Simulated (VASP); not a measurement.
Si2Mo, 6 atoms in the cell. The structure is tetragonal, space group I4/mmm (No. 139). Conventional cell: a = 3.334 Å, b = 3.334 Å, c = 7.610 Å, α = 90.00°, β = 90.00°, γ = 90.00°. Si (site symmetry 4mm) has 9 Si at 2.50 to 3.33 Å and 5 Mo at 2.55 to 2.67 Å within 3.4 Å. Within 3.4 Å of Mo (site symmetry 4/mmm) lie 10 Si at 2.55 to 2.67 Å and 4 Mo at 3.33 Å.  This cell differs from its parent crystal: biaxial strain in the a-b plane: +4.5 %.

* Program: VASP 6.6.1
* Task: single point
* Functional: PBEsol
* Potentials or basis: VASP PAW PBE potentials, release 64 (Si, Mo_sv)
* Cutoff: 520 eV
* k mesh: 12 × 12 × 6
* Occupations: gaussian, width 0.1 eV
* Spin: no spin polarisation
* Dipole correction: no
* Further INCAR settings: ALGO = Normal; EDIFF = 1e-06; NBANDS = 31

Potentials or basis: VASP PAW PBE potentials, release 64 (Si, Mo_sv).

The run is started by

```sh
$ cat potpaw_PBE.64/Si/POTCAR potpaw_PBE.64/Mo_sv/POTCAR > POTCAR
$ mpirun -np 1 vasp_std > vasp.out
```

Hardware: 1 thread of Intel(R) Xeon(R) Platinum 8488C (Sapphire Rapids) (shared host).

Q: Estimate the wall time of this run.

A: It took 2.8 min on 1 thread of Intel(R) Xeon(R) Platinum 8488C (Sapphire Rapids), on a shared host, peak memory 0.36 GiB. Counts: scf iterations 13, k points 112.
